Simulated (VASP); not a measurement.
A run of VASP 6.6.1 is set up as follows.

The input INCAR:

```
SYSTEM = LaF5
PREC = Accurate
ENCUT = 520
EDIFF = 1E-6
ISMEAR = 0
SIGMA = 0.1
LREAL = .FALSE.
LASPH = .TRUE.
NELM = 100
ALGO = Normal
ISIF = 2
LWAVE = .FALSE.
LCHARG = .FALSE.
GGA = PE
NBANDS = 32
```

Contents of KPOINTS:

```
Automatic mesh
0
G
  4 4 4
  0 0 0
```

POSCAR

```
LaF5
1.0
    0.0000000000      3.2591219254      3.2591219254
    3.2591219254      0.0000000000      3.2591219254
    3.2591219254      3.2591219254      0.0000000000
La F
1 5
Direct
    0.0000000000      0.0000000000      0.0000000000
    0.7500000000      0.7500000000      0.7500000000
    0.3743139375      0.3743139375      0.8770581875
    0.3743139375      0.8770581875      0.3743139375
    0.3743139375      0.3743139375      0.3743139375
    0.8770581875      0.3743139375      0.3743139375
```

Potentials or basis: VASP PAW PBE potentials, release 64 (La, F).

The run is started by

```bash
$ cat potpaw_PBE.64/La/POTCAR potpaw_PBE.64/F/POTCAR > POTCAR
$ mpirun -np 1 vasp_std > vasp.out
```

Question: Predict the band gap on the k mesh.

Answer: Zero (band 23 reaches 2.70 eV, above the bottom of band 24 at 2.14 eV).

Question: What does it give for the pressure?

Answer: -0.5 GPa.

Caveat: the k points lie up to 0.42 Å⁻¹ apart; spin-orbit coupling is left out, which moves the levels of the heavy elements.
